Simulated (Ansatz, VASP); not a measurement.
## RhCl: VASP beside Ansatz

```
CELL_PARAMETERS angstrom
3.14186 0.00000 0.00000
0.00000 3.14186 0.00000
0.00000 0.00000 3.14186
ATOMIC_POSITIONS crystal
Rh 0.00000 0.00000 0.00000
Cl 0.50000 0.50000 0.50000
```

Alike in both runs: functional PBE; k mesh 18 × 18 × 18; occupations gaussian, width 0.1 eV; no spin polarisation.

Ansatz relaxed the structure, and its values are those at the end. VASP's run is a single point on that final structure, the one shown.

|  | VASP | Ansatz |
| --- | --- | --- |
| version | VASP 6.6.1 | Ansatz 0.2.0 |
| potentials or method | VASP PAW PBE potentials, release 64 (Rh_pv, Cl), cutoff 520 eV | scalar-relativistic, plane waves, PAW |
| valence electrons in the cell | 22 | 24 |

|  | VASP | Ansatz | Ansatz less VASP |
| --- | --- | --- | --- |
| gap on the k mesh at the Fermi level (eV) | none | none | - |
| pressure (GPa) | 0.0 | 0.0 | -0.02 |

A gap of «none» marks a metal or a gap that the smearing closes. With one functional, cell and mesh, what is left measures potentials, basis and numerics. VASP's potentials hold 22 valence electrons a cell and Ansatz's 24, so a difference there can come from the potentials and not from the codes.
